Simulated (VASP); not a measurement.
# In2S in VASP: further runs, part 2 of 2

VASP 6.6.1. Earlier steps stand in the parts before.

## Step 3: Single point, PBE

This run uses another cell than the first one: it holds 6 atoms, not 3.

Input file INCAR:

```
ALGO = Normal ; EDIFF = 1E-7
ENCUT = 520 ; GGA = PE
ISIF = 2 ; ISMEAR = 0
LASPH = T ; LCHARG = F
LREAL = F ; LWAVE = F
NBANDS = 41 ; NELM = 80
PREC = Accurate ; SIGMA = 0.2
```

Input file KPOINTS:

```
k-points
0
Gamma
  6 6 2
```

Input file POSCAR:

```
In2S
1.0
    3.9431303459      0.0000000000      0.0000000000
    0.0000000000      3.9431303459      0.0000000000
    0.0000000000      0.0000000000     10.8652081153
In S
4 2
Direct
    0.5000000000      0.0000000000      0.3304799164
    0.5000000000      0.0000000000      0.8304799164
    1.0000000000      0.5000000000      0.1695200836
    1.0000000000      0.5000000000      0.6695200836
    0.0000000000      0.0000000000      0.5000000000
    0.0000000000      0.0000000000      0.0000000000
```

Potentials or basis: VASP PAW PBE potentials, release 64 (In_d, S).

On the command line:

```sh
> cat potpaw_PBE.64/In_d/POTCAR potpaw_PBE.64/S/POTCAR > POTCAR
> mpirun -np 1 vasp_std > vasp.out
```

Wall time 2.3 min (1 thread of Intel Xeon 6975P-C (Granite Rapids), shared host); peak memory 0.31 GiB.

Results (log left out):

| Property | Result |
| --- | --- |
| Free energy | -20.0895 eV |
| Pressure | 0.1 GPa |
| Largest force | 0.015 eV/Å |
| Band gap on the k mesh | zero (band 32 reaches 6.74 eV, above the bottom of band 33 at 3.83 eV) |

Forces on the atoms (eV/Å):
```
In   0.000  0.000  0.015
In   0.000  0.000  0.015
In   0.000  0.000 -0.015
In   0.000  0.000 -0.015
S    0.000  0.000  0.000
S    0.000  0.000  0.000
```

Levels at points of the mesh, in eV from the Fermi level:
```tsv
k point	band 30	band 31	band 32	band 33	band 34	band 35
(0.00, 0.00, 0.00)	-1.69	-1.36	1.50	2.11	2.27	2.27
(0.50, 0.00, 0.00)	-1.94	-1.93	-0.39	0.47	1.68	3.12
(0.50, 0.50, 0.00)	-1.91	-1.70	-1.16	-0.78	-0.78	-0.31
(0.00, 0.00, 0.50)	-2.28	0.45	0.45	2.59	2.59	2.84
(0.50, 0.00, 0.50)	-1.97	-1.89	-1.89	1.87	1.87	2.90
(0.50, 0.50, 0.50)	-1.47	-1.41	-1.41	-1.41	-1.41	0.99
```

Caveat: spin-orbit coupling is left out, which moves the levels of the heavy elements.

## Step 4: Single point, PBE

This run uses another cell than the first one, of 28.16 Å³/atom, 0.983 times its volume.

Input file INCAR:

```
SYSTEM = In2S
PREC = Accurate ; ENCUT = 520
EDIFF = 1E-6 ; ISMEAR = 0
SIGMA = 0.1 ; LREAL = .False.
LASPH = .True. ; NELM = 80
ALGO = Normal ; ISIF = 2
LWAVE = .False. ; LCHARG = .False.
GGA = PE ; NBANDS = 23
```

Input file KPOINTS:

```
Automatic mesh
0
Gamma
  12 12 10
  0 0 0
```

Input file POSCAR:

```
In2S
1.0
    3.9431303459      0.0000000000      0.0000000000
    0.0000000000      3.9431303459      0.0000000000
    0.0000000000      0.0000000000      5.4326040576
In S
2 1
Direct
    0.5000000000      0.0000000000      0.6609598328
    0.0000000000      0.5000000000      0.3390401672
    0.0000000000      0.0000000000      0.0000000000
```

Potentials or basis: VASP PAW PBE potentials, release 64 (In_d, S).

On the command line:

```sh
> cat potpaw_PBE.64/In_d/POTCAR potpaw_PBE.64/S/POTCAR > POTCAR
> mpirun -np 1 vasp_std > vasp.out
```

OUTCAR:

```text
SYSTEM = In2S
   PREC = Accurate
   ENCUT = 520
   EDIFF = 1E-6
   ISMEAR = 0
   LREAL = .False.
   LASPH = .True.
   NELM = 80
   ISIF = 2
   GGA = PE

 ion  position               nearest neighbor table
   1  0.500  0.000  0.661-   3 2.70   3 2.70   2 3.29   2 3.29   2 3.29   2 3.29
   2  0.000  0.500  0.339-   3 2.70   3 2.70   1 3.29   1 3.29   1 3.29   1 3.29
   3  0.000  0.000  0.000-   1 2.70   2 2.70   2 2.70   1 2.70

  LATTYP: Found a simple tetragonal cell.
 ALAT       =     3.9431303459
 C/A-ratio  =     1.3777388980

  Lattice vectors:
[... 816 lines left out ...]

  FORCE on cell =-STRESS in cart. coord.  units (eV):
  Direction    XX          YY          ZZ          XY          YZ          ZX
  --------------------------------------------------------------------------------------
  -------------------------------------------------------------------------------------
  Total       -0.0177542     -0.0177542     -0.0033799      0.0000000      0.0000000      0.0000000
  in kB       -0.3367607     -0.3367607     -0.0641096      0.0000000      0.0000000      0.0000000
  external PRESSURE =      -0.2458770 kB  Pullay stress =       0.0000000 kB

 VOLUME and BASIS-vectors are now :
 -----------------------------------------------------------------------------
  energy-cutoff  :      520.00
  volume of cell :       84.47
      direct lattice vectors                 reciprocal lattice vectors
     3.943130346  0.000000000  0.000000000     0.253605616  0.000000000  0.000000000
     0.000000000  3.943130346  0.000000000     0.000000000  0.253605616  0.000000000
     0.000000000  0.000000000  5.432604058     0.000000000  0.000000000  0.184073787

 POSITION                                       TOTAL-FORCE (eV/Angst)
 -----------------------------------------------------------------------------------
      1.97157      0.00000      3.59073        -0.000000      0.000000     -0.002366
      0.00000      1.97157      1.84187         0.000000      0.000000      0.002366
      0.00000      0.00000      0.00000         0.000000      0.000000      0.000000
 -----------------------------------------------------------------------------------
    total drift:                                0.000000      0.000000     -0.000000

  FREE ENERGIE OF THE ION-ELECTRON SYSTEM (eV)
  ---------------------------------------------------
  free  energy   TOTEN  =       -10.0679990170 eV

  energy  without entropy=      -10.0654149050  energy(sigma->0) =      -10.06670696
```

stdout:

```text
POSCAR found type information on POSCAR InS
 POSCAR found :  2 types and       3 ions
 scaLAPACK will be used
 LDA part: xc-table for (Slater+PW92), standard interpolation
 POSCAR, INCAR and KPOINTS ok, starting setup
 FFT: planning ... GRIDC
 FFT: planning ... GRID_SOFT
 FFT: planning ... GRID
 WAVECAR not read
 entering main loop
```

Run time: 3 min. Hardware: 1 thread of Intel Xeon 6975P-C (Granite Rapids), shared host; peak memory 0.38 GiB.

What came out:

```
Free energy            : -10.0680 eV
Pressure               : 0.0 GPa
Band gap on the k mesh : zero (band 16 reaches 6.73 eV, above the bottom of band 17 at 3.86 eV)
```

Forces in eV/Å, atoms in the order of the input:
```
In   0.000  0.000 -0.002
In   0.000  0.000  0.002
S    0.000  0.000  0.000
```

Caveat: spin-orbit coupling is left out, which moves the levels of the heavy elements.

## Step 5: Single point, PBE

This run uses another cell than the first one, of 28.16 Å³/atom, 0.983 times its volume.

Input file INCAR:

```
ALGO = Normal
EDIFF = 1E-7
ENCUT = 520
GGA = PE
ISIF = 2
ISMEAR = 0
LASPH = True
LCHARG = True
LELF = True
LREAL = False
LVHAR = True
LWAVE = False
NBANDS = 23
NELM = 60
PREC = Accurate
SIGMA = 0.1
```

Input file KPOINTS:

```
k-points
0
Gamma
  12 12 10
```

POSCAR is that of step 4.

On the command line:

```sh
> cat potpaw_PBE.64/In_d/POTCAR potpaw_PBE.64/S/POTCAR > POTCAR
> mpirun -np 1 vasp_std > vasp.out
```

It took 3.1 min on 1 thread of Intel Xeon 6975P-C (Granite Rapids), shared host; peak memory 0.38 GiB.

It converged, with:

```yaml
Free_energy: -10.0680 eV
Pressure: 0.0 GPa
Band_gap_on_the_k_mesh: zero (band 16 reaches 6.73 eV, above the bottom of band 17 at 3.86 eV)
```

Forces on the atoms (eV/Å):
```
In   0.000  0.000 -0.003
In   0.000  0.000  0.003
S    0.000  0.000  0.000
```

Levels at points of the mesh, in eV from the Fermi level:
```tsv
k point	band 12	band 13	band 14	band 15	band 16	band 17	band 18	band 19	band 20	band 21
(0.00, 0.00, 0.00)	-6.37	-5.29	-2.42	-2.42	1.48	2.09	3.64	3.64	4.82	6.02
(0.50, 0.00, 0.00)	-6.24	-4.47	-3.46	-2.03	-1.96	0.46	3.48	4.40	5.60	5.61
(0.50, 0.50, 0.00)	-5.16	-5.16	-3.26	-1.71	-0.80	-0.80	-0.33	3.01	3.01	3.74
(0.00, 0.00, 0.50)	-7.89	-2.17	-2.17	-1.71	-1.38	2.25	2.25	3.32	3.69	6.14
(0.50, 0.00, 0.50)	-6.00	-5.64	-3.90	-1.95	-0.41	1.67	3.10	4.68	4.74	5.95
(0.50, 0.50, 0.50)	-4.93	-4.93	-4.37	-1.93	-1.93	-1.17	1.42	2.66	5.33	5.73
```

Caveat: spin-orbit coupling is left out, which moves the levels of the heavy elements.

## Step 6: Single point, PBE

This run uses another cell than the first one: it holds 6 atoms, not 3.

Input file INCAR:

```
SYSTEM = In2S
ALGO = Normal ; EDIFF = 1E-7
ENCUT = 520 ; GGA = PE
ISIF = 2 ; ISMEAR = 0
LASPH = .True. ; LCHARG = .False.
LREAL = .False. ; LWAVE = .False.
NBANDS = 41 ; NELM = 60
PREC = Accurate ; SIGMA = 0.2
```

Input file KPOINTS:

```
k-points
0
Gamma
  6 6 2
  0 0 0
```

Input file POSCAR:

```
In2S
1.0
    3.9484946607     -0.0604061666     -0.0099625943
   -0.0619846757      3.9504126529     -0.0087576172
   -0.0273189344     -0.0228002476     10.9107912655
In S
4 2
Direct
    0.5003768975      0.0018801481      0.3313628366
    0.4994699148      0.0009056727      0.8313171993
    0.9987031803      0.5016255183      0.1686115811
    0.9984017562      0.4983544343      0.6686943795
    0.0020477859     -0.0035333826      0.5000640856
    0.0010004655      0.0007676094     -0.0000500823
```

Potentials or basis: VASP PAW PBE potentials, release 64 (In_d, S).

On the command line:

```sh
> cat potpaw_PBE.64/In_d/POTCAR potpaw_PBE.64/S/POTCAR > POTCAR
> mpirun -np 1 vasp_std > vasp.out
```

It took 3.6 min on 1 thread of Intel Xeon 6975P-C (Granite Rapids), shared host; peak memory 0.37 GiB.

The run converged. Its results:

```yaml
Free_energy: -20.0910 eV
Pressure: 0.0 GPa
Largest_force: 0.011 eV/Å
Band_gap_on_the_k_mesh: zero (band 32 reaches 6.64 eV, above the bottom of band 33 at 3.94 eV)
```

Forces in eV/Å, atoms in the order of the input:
```
In  -0.001 -0.001 -0.008
In  -0.002 -0.002 -0.010
In   0.000  0.001  0.010
In   0.001  0.001  0.009
S   -0.001  0.004 -0.001
S    0.002 -0.003  0.001
```

Levels at points of the mesh, in eV from the Fermi level:
| k point | band 28 | band 29 | band 30 | band 31 | band 32 | band 33 | band 34 | band 35 | band 36 | band 37 |
| --- | --- | --- | --- | --- | --- | --- | --- | --- | --- | --- |
| (0.00, 0.00, 0.00) | -2.16 | -2.16 | -1.71 | -1.41 | 1.46 | 2.07 | 2.21 | 2.38 | 3.31 | 3.55 |
| (0.50, 0.00, 0.00) | -3.42 | -2.02 | -1.94 | -1.93 | -0.41 | 0.44 | 1.64 | 3.07 | 3.45 | 4.40 |
| (0.00, 0.50, 0.00) | -3.42 | -2.02 | -1.94 | -1.93 | -0.41 | 0.44 | 1.65 | 3.07 | 3.46 | 4.41 |
| (0.50, 0.50, 0.00) | -3.25 | -2.06 | -1.73 | -1.66 | -1.12 | -0.94 | -0.66 | -0.28 | 1.41 | 2.67 |
| (0.00, 0.00, 0.50) | -2.28 | -2.28 | -2.28 | 0.41 | 0.41 | 2.57 | 2.57 | 2.77 | 2.77 | 2.95 |
| (0.50, 0.00, 0.50) | -3.00 | -1.98 | -1.98 | -1.90 | -1.90 | 1.83 | 1.83 | 2.85 | 2.85 | 4.50 |
| (0.00, 0.50, 0.50) | -3.01 | -1.98 | -1.98 | -1.90 | -1.90 | 1.83 | 1.83 | 2.85 | 2.85 | 4.51 |
| (0.50, 0.50, 0.50) | -3.88 | -1.57 | -1.56 | -1.43 | -1.43 | -1.24 | -1.24 | 1.00 | 1.00 | 2.30 |

Caveat: spin-orbit coupling is left out, which moves the levels of the heavy elements.

## Step 7: The runs side by side

```csv
cell,k mesh,smearing,gap on the mesh (eV),pressure (GPa),largest force (eV/Å)
"a = 3.988, b = 3.988, c = 5.405 Å, 3 atoms",4 × 4 × 4,gaussian 0.1 eV,none,0.1,0.02
"a = 3.943, b = 3.943, c = 10.865 Å, 6 atoms",6 × 6 × 2,gaussian 0.2 eV,none,0.1,0.02
"a = 3.943, b = 3.943, c = 5.433 Å, 3 atoms",12 × 12 × 10,gaussian 0.1 eV,none,0.0,-
"a = 3.949, b = 3.951, c = 10.911 Å, angles 90.2, 90.3, 91.8°, 6 atoms",6 × 6 × 2,gaussian 0.2 eV,none,0.0,0.01
```

Alike in all rows: task single point; level PBE; potentials or basis VASP PAW PBE potentials, release 64 (In_d, S); no spin polarisation; cutoff (eV) 520.

Caveats: some runs use coarse meshes; spin-orbit coupling is left out, which moves the levels of the heavy elements.

Total energies depend on the potentials used, so only differences within one code and one set of settings carry meaning.
